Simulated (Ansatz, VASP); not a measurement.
## Zn: VASP beside Ansatz

File INCAR:

```
SYSTEM = Zn
PREC     = Accurate       ! precision mode
ENCUT    = 600            ! plane-wave cutoff, eV
EDIFF    = 1E-7           ! SCF threshold, eV
ISMEAR   = -1             ! smearing method
SIGMA    = 0.1            ! smearing width, eV
LREAL    = .False.        ! projectors in reciprocal space
LASPH    = .True.         ! aspherical terms in the spheres
NELM     = 60             ! most SCF steps
ALGO     = Normal         ! electronic algorithm
ISIF     = 3              ! what is computed and relaxed
LWAVE    = .False.        ! write WAVECAR
LCHARG   = .False.        ! write CHGCAR
GGA      = PS             ! functional
IBRION   = 2              ! ionic algorithm
NSW      = 80             ! ionic steps
EDIFFG   = -0.01          ! ionic threshold
```

Contents of KPOINTS:

```
regular mesh
0
Gamma
  12 12 12
  0 0 0
```

POSCAR

```
Zn
1.0
    2.5420818099      0.0000000000      0.0000000000
    0.0000000000      2.5420818099      0.0000000000
    0.0000000000      0.0000000000      2.5420818099
Zn
1
Direct
    0.0000000000      0.0000000000      0.0000000000
```

Input for Ansatz:

```yaml
crystal:
  lattice:
    - [2.5420818099, 0.0, 0.0]
    - [0.0, 2.5420818099, 0.0]
    - [0.0, 0.0, 2.5420818099]
  atoms:
    - { symbol: Zn, position: [0.0, 0.0, 0.0] }
hamiltonian:
  xc: pbesol
  pseudopotentials:
    kind: paw
    azcp:
      Zn: "pseudopotentials/Zn.paw.azcp"
basis:
  ecutwfc: 420
  fft_grid_basis: typed
kpoints:
  mp_grid: { grid: [12, 12, 12], shift: [0, 0, 0] }
magnetization:
  spin_polarized: false
scf:
  occupations: { method: fermi_dirac, width: 0.1 }
relax:
  max_steps: 60
  f_tol: 0.01
  cell: {}
```

Alike in both runs: task relaxation of cell and atoms; functional PBEsol; k mesh 12 × 12 × 12; occupations fermi-dirac, width 0.1 eV; no spin polarisation.

|  | VASP | Ansatz |
| --- | --- | --- |
| version | VASP 6.6.1 | Ansatz 0.2.0 |
| potentials or method | VASP PAW PBE potentials, release 64 (Zn), cutoff 600 eV | plane waves (420 eV) with PAW, scalar-relativistic |
| valence electrons in the cell | 12 | 12 |

```tsv
	VASP	Ansatz	Ansatz less VASP
relaxed volume (Å³/atom)	16.91	16.85	-0.059
relaxed cell length with the largest relative difference (Å)	2.567	2.564	-0.0030
```

VASP's potentials were made for PBE, not for PBEsol, and Ansatz warns of the same on its side.
